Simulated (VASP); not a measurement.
# HCl: vibrations by perturbation theory with PBEsol

The system is HCl.

```xyz
2
Lattice="0.0000 2.2185 2.2185 2.2185 0.0000 2.2185 2.2185 2.2185 0.0000" Properties=species:S:1:pos:R:3 pbc="T T T"
H     0.0000    0.0000    0.0000
Cl    2.2185    2.2185    2.2185
```

```yaml
Program: VASP 6.6.1
Task: vibrations by perturbation theory
Functional: PBEsol
Potentials_or_basis: VASP PAW PBE potentials, release 64 (H, Cl)
Cutoff: 500 eV
k_mesh: 14 × 14 × 14
Occupations: methfessel-paxton, width 0.2 eV
Spin: no spin polarisation
Dipole_correction: no
Further_INCAR_settings: ALGO = Normal; EDIFF = 1e-08; NBANDS = 11; IBRION = 8; NSW = 1
```

```json
{
  "Highest phonon frequency at Γ, LO-TO splitting left out": "0 cm⁻¹",
  "Most unstable mode": "1224i cm⁻¹"
}
```

Phonon frequencies in cm⁻¹ (negative: imaginary):
| q point | frequencies |
| --- | --- |
| (0.000, 0.000, 0.000) | -1224 -1224 -1224 0 0 0 |

Run time: 46 s on 1 thread of Intel(R) Xeon(R) 6975P-C (Granite Rapids) (shared host), peak memory 0.25 GiB.

Caveat: some modes are imaginary.
